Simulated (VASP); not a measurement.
A run of VASP 6.6.1 is set up as follows.

INCAR

```
PREC = Accurate
ENCUT = 600
EDIFF = 1E-6
ISMEAR = 0
SIGMA = 0.1
LREAL = False
LASPH = True
NELM = 100
ALGO = Normal
ISIF = 3
LWAVE = False
LCHARG = False
GGA = PE
IBRION = 2
NSW = 100
EDIFFG = -0.005
```

Contents of KPOINTS:

```
Automatic mesh
0
Gamma
  14 14 14
```

File POSCAR:

```
CoSi2
1.0
    0.0000000000      2.6564198400      2.6564198400
    2.6564198400      0.0000000000      2.6564198400
    2.6564198400      2.6564198400      0.0000000000
Co Si
1 2
Direct
    0.0000000000      0.0000000000      0.0000000000
    0.7500000000      0.7500000000      0.7500000000
    0.2500000000      0.2500000000      0.2500000000
```

Potentials or basis: VASP PAW PBE potentials, release 64 (Co, Si).

Launch:

```console
$ cat potpaw_PBE.64/Co/POTCAR potpaw_PBE.64/Si/POTCAR > POTCAR
$ mpirun -np 1 vasp_std > vasp.out
```

What does it give for the relaxed cell?

a = 3.788 Å, b = 3.788 Å, c = 3.788 Å, α = 60.00°, β = 60.00°, γ = 60.00°.

What does it give for the relaxed volume?

12.82 Å³/atom.

What does it give for the space group after relaxing (to 0.05 Å)?

Fm-3m (No. 225).

The path:
| step | energy change (eV) | largest force (eV/Å) | pressure (GPa) | volume (Å³) |
| --- | --- | --- | --- | --- |
| 1 | 0.0000 | 0.0000 | 4.85 | 37.49 |
| 2 | 0.0031 | 0.0000 | -4.80 | 39.58 |
| 3 | -0.0143 | 0.0000 | 0.14 | 38.46 |
| 4 | -0.0142 | 0.0000 | -0.11 | 38.49 |
| 5 | -0.0142 | 0.0000 | 0.06 | 38.45 |

Spin polarisation is off, so any magnetic state and its effect on volume and gap are missing.
